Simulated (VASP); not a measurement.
Write the native input for VASP 6.6.1 that does the following.

- Task: single point
- Functional: r2SCAN
- Potentials or basis: VASP PAW PBE potentials, release 64 (Hf_pv, N)
- Cutoff: 520 eV
- k mesh: 15 × 15 × 15
- Occupations: fermi-dirac, width 0.1 eV
- Spin: no spin polarisation
- Dipole correction: no
- Further INCAR settings: ALGO = Normal; EDIFF = 1e-07; NBANDS = 14

HfN (rocksalt type):

```
Hf N
1.0
     0.00000    2.18913    2.18913
     2.18913    0.00000    2.18913
     2.18913    2.18913    0.00000
Hf N
1 1
Direct
  0.00000 0.00000 0.00000
  0.50000 0.50000 0.50000
```

The input as run:

POSCAR

```
HfN
1.0
    0.0000000000      2.1891343337      2.1891343337
    2.1891343337      0.0000000000      2.1891343337
    2.1891343337      2.1891343337      0.0000000000
Hf N
1 1
Direct
    0.0000000000      0.0000000000      0.0000000000
    0.5000000000      0.5000000000      0.5000000000
```

INCAR.step1

```
PREC = Accurate
ENCUT = 520
ISMEAR = -1
SIGMA = 0.1
LREAL = False
LASPH = True
NELM = 80
NBANDS = 14
GGA = PE
ALGO = Normal
EDIFF = 1E-4
LWAVE = True
LCHARG = False
```

INCAR.step2

```
PREC = Accurate
ENCUT = 520
EDIFF = 1E-7
ISMEAR = -1
SIGMA = 0.1
LREAL = False
LASPH = True
NELM = 80
ALGO = Normal
ISIF = 2
LWAVE = False
LCHARG = False
METAGGA = R2SCAN
LMIXTAU = True
NBANDS = 14
ISTART = 1
```

KPOINTS

```
regular mesh
0
Gamma
  15 15 15
```

Potentials or basis: VASP PAW PBE potentials, release 64 (Hf_pv, N).

Launch:

```console
$ cat potpaw_PBE.64/Hf_pv/POTCAR potpaw_PBE.64/N/POTCAR > POTCAR
$ cp INCAR.step1 INCAR
$ mpirun -np 1 vasp_std > vasp.out
$ cp INCAR.step2 INCAR
$ mpirun -np 1 vasp_std > vasp.out
```

Results of the run:

| Property | Result |
| --- | --- |
| Pressure | 31.8 GPa |

Caveat: the PAW data sets were made with another functional, which shifts forces and pressure a little.

It took 2.3 min on 1 thread of Intel Xeon 8259CL (shared host), peak memory 0.17 GiB.
